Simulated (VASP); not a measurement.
Runs of VASP 6.6.1 on CaF. The structure is that of space group Cmmm (No. 65), or close to it. The cells are those of the table. 

```csv
task,spin,cell,k mesh,gap on the mesh (eV),pressure (GPa),moment (μB),relaxed volume (Å³/atom)
single point,off,"a = 3.234, b = 3.234, c = 3.874 Å, angles 90.0, 90.0, 107.9°, 2 atoms",6 × 6 × 4,none,0.1,-,-
relaxation of cell and atoms,off,"relaxed from a = 3.234, b = 3.234, c = 3.874 Å, angles 90.0, 90.0, 107.9°, 2 atoms",6 × 6 × 4,none,-0.2,-,20.36
relaxation of cell and atoms,off,"relaxed from a = 4.321, b = 4.321, c = 3.453 Å, angles 90.0, 90.0, 135.0°, 2 atoms",6 × 6 × 6,none,0.0,-,(b)
single point,"collinear, ferromagnetic start","a = 4.380, b = 4.380, c = 3.458 Å, angles 90.0, 90.0, 135.7°, 2 atoms",6 × 6 × 6,none,0.0,0.08,-
single point,"collinear, ferromagnetic start","a = 3.234, b = 3.234, c = 3.874 Å, angles 90.0, 90.0, 107.9°, 2 atoms",6 × 6 × 4,none,0.0,(a),-
```

Alike in all rows: level PBE; potentials or basis VASP PAW PBE potentials, release 64 (Ca_sv, F); cutoff (eV) 600; smearing gaussian 0.1 eV.

Question: Estimate the missing entries.

Answer: (a) 0.00; (b) 23.07.

Caveats: some runs use coarse meshes; an odd number of electrons without spin polarisation forces a metal (some runs); a magnetic or distorted state may lie lower (some runs).

A gap of «none» marks levels without a gap at the run's occupations.
